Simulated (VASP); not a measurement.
Here is a VASP 6.6.1 calculation.

File INCAR:

```
ALGO = Normal ; EDIFF = 1E-6
ENCUT = 520 ; GGA = PS
ISIF = 2 ; ISMEAR = -1
LASPH = T ; LCHARG = T
LELF = T ; LREAL = F
LVHAR = T ; LWAVE = F
NBANDS = 10 ; NELM = 100
PREC = Accurate ; SIGMA = 0.13605693000000002
```

KPOINTS

```
k-points
0
Gamma
  8 8 8
```

File POSCAR:

```
Li
1.0
    0.0000000000      2.9601393896      2.9601393896
    2.9601393896      0.0000000000      2.9601393896
    2.9601393896      2.9601393896      0.0000000000
Li
2
Direct
    0.0000000000      0.0000000000      0.0000000000
    0.2500000000      0.2500000000      0.2500000000
```

Potentials or basis: VASP PAW PBE potentials, release 64 (Li_sv).

Command:

```console
$ cat potpaw_PBE.64/Li_sv/POTCAR > POTCAR
$ mpirun -np 1 vasp_std > vasp.out
```

**Question.** Estimate the band gap on the k mesh.

**Answer.** Zero (band 3 reaches 0.76 eV, above the bottom of band 4 at -0.17 eV).
